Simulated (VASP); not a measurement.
A run of VASP 6.6.1 is set up as follows.

The input INCAR:

```
SYSTEM = C28O
  ALGO = Normal
  EDIFF = 1E-6
  ENCUT = 520
  GGA = PE
  ISIF = 2
  ISMEAR = 0
  LASPH = .TRUE.
  LCHARG = .FALSE.
  LREAL = Auto
  LWAVE = .FALSE.
  NBANDS = 79
  NELM = 60
  PREC = Accurate
  SIGMA = 0.1
```

KPOINTS

```
k-points
0
G
  4 4 3
  0 0 0
```

POSCAR

```
C28O
1.0
    6.1663319712      2.1360800542      0.0000000000
   -1.2332663942     -6.4082401623      0.0000000000
    0.0000000000      0.0000000000     -8.4654495156
C O
28 1
Direct
    0.1426379196      0.6793039750      0.7177438113
    0.5682289213      0.8279696657      0.7144190027
    0.2842532003      0.3977401793      0.7079333459
   -0.0024593881     -0.0249203285      0.7459744445
    0.7052462341      0.5354320886      0.7155818470
    0.4232823295      0.1115966198      0.7117645659
    0.8520942728      0.2542071675      0.7107284721
    0.1418012703      0.7374381648      0.2546578296
    0.5704104374      0.8802048948      0.2543527070
    0.2846445158      0.4516530903      0.2540534907
   -0.0010738880      0.0230493998      0.2551937728
    0.7132362178      0.5945652101      0.2545524601
    0.4274306569      0.1658954836      0.2543162057
    0.8560725549      0.3088307335      0.2540762893
    0.0929893890      0.4457499574      0.7107138243
    0.5217651534      0.5883612414      0.7117412949
    0.2398029509      0.1645140122      0.7157008011
    0.9475301791      0.7248333706      0.7458381257
    0.6607965185      0.3022004816      0.7078876307
    0.3768476036      0.8720106469      0.7144065993
    0.8024696988      0.0206513043      0.7178446920
    0.3322439685      0.6897727929      0.2541687829
    0.7608568760      0.8326125522      0.2549699217
    0.4751594374      0.4040642253      0.2541432674
    0.1893811893      0.9754691183      0.2550422155
    0.9037124387      0.5469620405      0.2543743242
    0.6179518867      0.1183065367      0.2541028679
    0.0465375304      0.2611097350      0.2543646378
    0.9725084822      0.8498027280     -0.1055830524
```

Potentials or basis: VASP PAW PBE potentials, release 64 (C, O).

Run with:

```sh
$ cat potpaw_PBE.64/C/POTCAR potpaw_PBE.64/O/POTCAR > POTCAR
$ mpirun -np 1 vasp_std > vasp.out
```

Task: What does it give for the pressure?

Result: 2.0 GPa.

Task: What does it give for the band gap on the k mesh?

Result: 0.12 eV.

Stress tensor (GPa, compression positive):
```
 3.08 -0.23  0.01
-0.23  2.32  0.02
 0.01  0.02  0.55
```
